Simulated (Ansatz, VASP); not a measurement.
**BN: VASP beside Ansatz**

INCAR

```
PREC     = Accurate       # precision mode
ENCUT    = 520            # plane-wave cutoff, eV
EDIFF    = 1E-6           # SCF threshold, eV
ISMEAR   = 0              # smearing method
SIGMA    = 0.05           # smearing width, eV
LREAL    = False          # projectors in reciprocal space
LASPH    = True           # aspherical terms in the spheres
NELM     = 80             # most SCF steps
ALGO     = Normal         # electronic algorithm
ISIF     = 2              # what is computed and relaxed
LWAVE    = False          # write WAVECAR
LCHARG   = False          # write CHGCAR
NBANDS   = 11             # bands
```

File KPOINTS:

```
Automatic mesh
0
Gamma
  12 12 12
```

POSCAR

```
BN
1.0
    0.0000000000      1.8130010000      1.8130010000
    1.8130010000      0.0000000000      1.8130010000
    1.8130010000      1.8130010000      0.0000000000
B N
1 1
Direct
    0.0000000000      0.0000000000      0.0000000000
    0.7500000000      0.7500000000      0.5549899638
```

Input for Ansatz:

```yaml
crystal:
  lattice:
    - [0.0, 1.813001, 1.813001]
    - [1.813001, 0.0, 1.813001]
    - [1.813001, 1.813001, 0.0]
  atoms:
    - { symbol: B, position: [0.0, 0.0, 0.0] }
    - { symbol: "N", position: [0.75, 0.75, 0.5549899638] }
basis:
  ecutwfc: 420
kpoints:
  mp_grid: { grid: [12, 12, 12] }
hamiltonian:
  xc: lda
scf:
  occupations: { method: gaussian, width: 0.05 }
output:
  forces: true
  stress: true
  eigenvalues: true
```

Change from the starting cell: all N atoms moved -0.500 Å, as atom 2 along Cartesian [1 1 0].

Alike in both runs: task single point; functional LDA; k mesh 12 × 12 × 12; occupations gaussian, width 0.05 eV; no spin polarisation.

```csv
,VASP,Ansatz
version,VASP 6.6.1,Ansatz 0.2.0
potentials or method,"VASP PAW LDA potentials, release 64 (B, N), cutoff 520 eV","scalar-relativistic, plane waves, PAW"
valence electrons in the cell,8,8
```

|  | VASP | Ansatz | Ansatz less VASP |
| --- | --- | --- | --- |
| gap on the k mesh at the Fermi level (eV) | 0.54 | 0.57 | +0.030 |
| least direct gap on the mesh (eV) | 3.97 | 3.98 | +0.014 |
| rms of the force components (eV/Å) | 9.582 | 9.591 | +0.0088 |

LDA's correlation is that of Perdew and Zunger in VASP and of Perdew and Wang (1992) in Ansatz. Atom by atom the forces differ by 0.009 eV/Å (rms over components).
